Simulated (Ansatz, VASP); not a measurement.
BaAlH6: VASP beside Ansatz

```
CELL_PARAMETERS angstrom
0.00000 3.59775 3.59775
3.59775 0.00000 3.59775
3.59775 3.59775 0.00000
ATOMIC_POSITIONS crystal
Ba 0.50000 0.50000 0.50000
Al 0.75000 0.75000 0.75000
H 0.36584 0.13416 0.13416
H 0.13416 0.36584 0.36584
H 0.13416 0.36584 0.13416
H 0.36584 0.13416 0.36584
H 0.13416 0.13416 0.36584
H 0.36584 0.36584 0.13416
```

Alike in both runs: task single point; functional PBE; k mesh 4 × 4 × 4; occupations gaussian, width 0.1 eV; no spin polarisation.

|  | VASP | Ansatz |
| --- | --- | --- |
| version | VASP 6.6.1 | Ansatz 0.2.0 |
| potentials or method | VASP PAW PBE potentials, release 64 (Ba_sv, Al, H), cutoff 520 eV | scalar-relativistic, plane waves, PAW |
| valence electrons in the cell | 19 | 19 |

|  | VASP | Ansatz | Ansatz less VASP |
| --- | --- | --- | --- |
| gap on the k mesh at the Fermi level (eV) | none | none | - |
| pressure (GPa) | 9.6 | 9.1 | -0.50 |
| rms of the force components (eV/Å) | 1.234 | 1.245 | +0.0109 |

Atom by atom the forces differ by 0.011 eV/Å (rms over components). A gap of «none» marks a metal or a gap that the smearing closes.

The k mesh is coarse, so the values compare programs but aren't converged. Neither program's run includes spin-orbit coupling.
